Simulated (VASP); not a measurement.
# ScSiRh3 (Pm-3m) in VASP: single point with r2SCAN

Aim: the single point of ScSiRh3 with r2SCAN.

Program: VASP 6.6.1. These are calculated values, not measurements. Logs are shortened: lines on timing, memory, paths and dates and some standing lists are left out, and cuts for length are marked.

## 1. The cell of the first run

It takes space group Pm-3m (No. 221, cubic). Conventional cell: a = 4.315 Å, b = 4.315 Å, c = 4.315 Å, α = 90.00°, β = 90.00°, γ = 90.00°. Sc (site symmetry m-3m) has 12 Rh at 3.05 Å and 8 Si at 3.74 Å within 4.0 Å. Rh (site symmetry 4/mmm) has 2 Si at 2.16 Å within 2.9 Å. Within 2.9 Å of Si (site symmetry m-3m) lie 6 Rh at 2.16 Å.

## 2. Single point, r2SCAN

Input file POSCAR:

```
ScSiRh3
1.0
    4.3153860000      0.0000000000      0.0000000000
    0.0000000000      4.3153860000      0.0000000000
    0.0000000000      0.0000000000      4.3153860000
Sc Rh Si
1 3 1
Direct
    0.0000000000      0.0000000000      0.0000000000
    0.0000000000      0.5000000000      0.5000000000
    0.5000000000      0.0000000000      0.5000000000
    0.5000000000      0.5000000000      0.0000000000
    0.5000000000      0.5000000000      0.5000000000
```

Input file INCAR.step1:

```
SYSTEM = ScSiRh3
PREC = Accurate
ENCUT = 550
ISMEAR = 0
SIGMA = 0.1138
LREAL = .FALSE.
LASPH = .TRUE.
NELM = 120
NBANDS = 38
GGA = PE
ALGO = Normal
EDIFF = 1E-5
LWAVE = .TRUE.
LCHARG = .FALSE.
GGA_COMPAT = .FALSE.
```

Input file INCAR.step2:

```
SYSTEM = ScSiRh3
PREC = Accurate
ENCUT = 550
EDIFF = 1E-6
ISMEAR = 0
SIGMA = 0.1138
LREAL = .FALSE.
LASPH = .TRUE.
NELM = 120
ALGO = Normal
ISIF = 2
LWAVE = .FALSE.
LCHARG = .FALSE.
METAGGA = R2SCAN
LMIXTAU = .TRUE.
NBANDS = 38
ISTART = 1
GGA_COMPAT = .FALSE.
```

Input file KPOINTS:

```
Automatic mesh
0
G
  6 6 6
  0 0 0
```

Potentials or basis: VASP PAW PBE potentials, release 64 (Sc_sv, Rh_pv, Si).

The run is started by

```sh
> cat potpaw_PBE.64/Sc_sv/POTCAR potpaw_PBE.64/Rh_pv/POTCAR potpaw_PBE.64/Si/POTCAR > POTCAR
> cp INCAR.step1 INCAR
> mpirun -np 1 vasp_std > vasp.out
> cp INCAR.step2 INCAR
> mpirun -np 1 vasp_std > vasp.out
```

OUTCAR:

```text
SYSTEM = ScSiRh3
   PREC = Accurate
   ENCUT = 550
   EDIFF = 1E-6
   ISMEAR = 0
   LREAL = .FALSE.
   LASPH = .TRUE.
   NELM = 120
   ISIF = 2
   METAGGA = R2SCAN
   ISTART = 1

 ion  position               nearest neighbor table
   1  0.000  0.000  0.000-   2 3.05   3 3.05   4 3.05   2 3.05   3 3.05   2 3.05   4 3.05   2 3.05
                             3 3.05   4 3.05   3 3.05   4 3.05
   2  0.000  0.500  0.500-   5 2.16   5 2.16   4 3.05   1 3.05   1 3.05   4 3.05   1 3.05   3 3.05
                             1 3.05   3 3.05   4 3.05   3 3.05   4 3.05   3 3.05
   3  0.500  0.000  0.500-   5 2.16   5 2.16   4 3.05   1 3.05   1 3.05   4 3.05   2 3.05   4 3.05
                             2 3.05   4 3.05   1 3.05   2 3.05   1 3.05   2 3.05
   4  0.500  0.500  0.000-   5 2.16   5 2.16   3 3.05   1 3.05   2 3.05   3 3.05   2 3.05   1 3.05
                             3 3.05   3 3.05   1 3.05   2 3.05   2 3.05   1 3.05
   5  0.500  0.500  0.500-   2 2.16   3 2.16   4 2.16   4 2.16   3 2.16   2 2.16

  LATTYP: Found a simple cubic cell.
 ALAT       =     4.3153860000

  Lattice vectors:

 A1 = (   4.3153860000,   0.0000000000,   0.0000000000)
 A2 = (   0.0000000000,   4.3153860000,   0.0000000000)
 A3 = (   0.0000000000,   0.0000000000,   4.3153860000)

Analysis of symmetry for initial positions (statically):
=====================================================================
 Subroutine PRICEL returns:
 Original cell was already a primitive cell.

 Routine SETGRP: Setting up the symmetry group for a
 simple cubic supercell.

 Subroutine GETGRP returns: Found 48 space group operations
 (whereof 48 operations were pure point group operations)
 out of a pool of 48 trial point group operations.

The static configuration has the point symmetry O_h .

Analysis of symmetry for dynamics (positions and initial velocities):
=====================================================================
 Subroutine PRICEL returns:
 Original cell was already a primitive cell.

 Routine SETGRP: Setting up the symmetry group for a
 simple cubic supercell.

 Subroutine GETGRP returns: Found 48 space group operations
 (whereof 48 operations were pure point group operations)
 out of a pool of 48 trial point group operations.

The dynamic configuration has the point symmetry O_h .

 Subroutine INISYM returns: Found 48 space group operations
 (whereof 48 operations are pure point group operations),
 and found     1 'primitive' translations

[... 94 lines left out ...]
   NELM   =    120;   NELMIN=  2; NELMDL=  0     # of ELM steps
   EDIFF  = 0.1E-05   stopping-criterion for ELM
   LREAL  =      F    real-space projection
   EDIFFG = 0.1E-04   stopping-criterion for IOM
   NSW    =      0    number of steps for IOM
   IBRION =     -1    ionic relax: 0-MD 1-quasi-New 2-CG
   NFREE  =      0    steps in history (QN), initial steepest desc. (CG)
   ISIF   =      2    stress and relaxation
   ISYM   =      2    0-nonsym 1-usesym 2-fastsym
   POTIM  = 0.5000    time-step for ionic-motion
   TEBEG  =    0.0;   TEEND  =   0.0 temperature during run
   PSTRESS=    0.0 pullay stress
   NELECT =      60.0000    total number of electrons
   NUPDOWN=      -1.0000    fix difference up-down
   EMIN   =  10.00;   EMAX   =-10.00  energy-range for DOS
   EFERMI =   0.00;   METHOD = LEGACY
   ISMEAR =     0;   SIGMA  =   0.11  broadening in eV -4-tet -1-fermi 0-gaus
   EFERMI_NEDOS =   21; number of points for ismear=-14 and -15
   IALGO  =     38    algorithm
   IMIX   =      4    mixing-type and parameters
     AMIX     =   0.40;   BMIX     =  1.00
     AMIX_MAG =   1.60;   BMIX_MAG =  1.00
  volume/ion in A,a.u.               =      16.07       108.46
  Fermi-wavevector in a.u.,A,eV,Ry     =   1.485157  2.806539 30.010238  2.205690
  Thomas-Fermi vector in A             =   2.598604
   LORBIT       =      0    0 simple, 1 ext, 2 COOP (PROOUT), +10 PAW based schemes
   METAGGA = R2SCAN    functional components
   LHFCALC =     F    Hartree Fock is set to
   AEXX    =    0.0000 exact exchange contribution
   IVDW    =     0    specifies the selected vdW correction
   LEPSILON=     F    determine dielectric tensor
   LRPA    =     F    only Hartree local field effects (RPA)
 non-spin polarized calculation
 Gauss-broadening in eV      SIGMA  =   0.11
  energy-cutoff  :      550.00
  volume of cell :       80.36
 maximum number of plane-waves:      2373
 NGX is ok and might be reduce to    36
   NGX = 17   NGY = 17   NGZ = 17

 number of electron      60.0000015 magnetization

 Free energy of the ion-electron system (eV)
  ---------------------------------------------------
  ext. energy  EPLUGINS =         0.00000000
  ---------------------------------------------------
  free energy    TOTEN  =       -95.08413218 eV

  energy without entropy =      -95.08142356  energy(sigma->0) =      -95.08277787

 E-fermi :   8.5267     XC(G=0): -13.0599

 val. band max:        8.4134946951   @ k =   0.1667   0.1667   0.1667
 cond. band min:       8.5661414243   @ k =   0.5000   0.5000   0.5000
 fundamental gap:      0.1526467292
 Fermi energy:         8.5266767418

 k-point     1 :       0.0000    0.0000    0.0000
  band No.  band energies     occupation
      1     -43.9783      2.00000
      2     -39.5533      2.00000
      3     -39.5533      2.00000
      4     -39.5533      2.00000
      5     -38.8139      2.00000
      6     -38.8139      2.00000
[... 809 lines left out ...]
     37      11.2166      0.00000
     38      13.3943      0.00000

------------------------ aborting loop because EDIFF is reached ----------------------------------------

  FORCE on cell =-STRESS in cart. coord.  units (eV):
  Direction    XX          YY          ZZ          XY          YZ          ZX
  --------------------------------------------------------------------------------------
  -------------------------------------------------------------------------------------
  Total        3.1444144      3.1444144      3.1444144      0.0000000      0.0000000     -0.0000000
  in kB       62.6890112     62.6890112     62.6890112      0.0000000      0.0000000     -0.0000000
  external PRESSURE =      62.6890112 kB  Pullay stress =       0.0000000 kB

 VOLUME and BASIS-vectors are now :
 -----------------------------------------------------------------------------
  energy-cutoff  :      550.00
  volume of cell :       80.36
      direct lattice vectors                 reciprocal lattice vectors
     4.315386000  0.000000000  0.000000000     0.231728981  0.000000000  0.000000000
     0.000000000  4.315386000  0.000000000     0.000000000  0.231728981  0.000000000
     0.000000000  0.000000000  4.315386000     0.000000000  0.000000000  0.231728981

 POSITION                                       TOTAL-FORCE (eV/Angst)
 -----------------------------------------------------------------------------------
      0.00000      0.00000      0.00000         0.000000      0.000000      0.000000
      0.00000      2.15769      2.15769         0.000000      0.000000      0.000000
      2.15769      0.00000      2.15769         0.000000      0.000000      0.000000
      2.15769      2.15769      0.00000         0.000000      0.000000      0.000000
      2.15769      2.15769      2.15769         0.000000      0.000000      0.000000
 -----------------------------------------------------------------------------------
    total drift:                                0.000000      0.000000      0.000000

  FREE ENERGIE OF THE ION-ELECTRON SYSTEM (eV)
  ---------------------------------------------------
  free  energy   TOTEN  =       -95.0841321829 eV

  energy  without entropy=      -95.0814235588  energy(sigma->0) =      -95.08277787
```

Wall time 6.5 min (1 thread of AMD EPYC 7R43 (Zen 3), shared host); peak memory 0.22 GiB.

What came out:

| Item | Value |
| --- | --- |
| Free energy | -95.0841 eV |
| Pressure | 6.3 GPa |
| Band gap on the k mesh | zero (bands 30 and 31 overlap by 0.29 eV) |

Caveat: the cell stands under pressure; the PAW data sets were made with another functional, which shifts forces and pressure a little.

The gap in the log of VASP goes by the Fermi energy; the results here count the filled bands.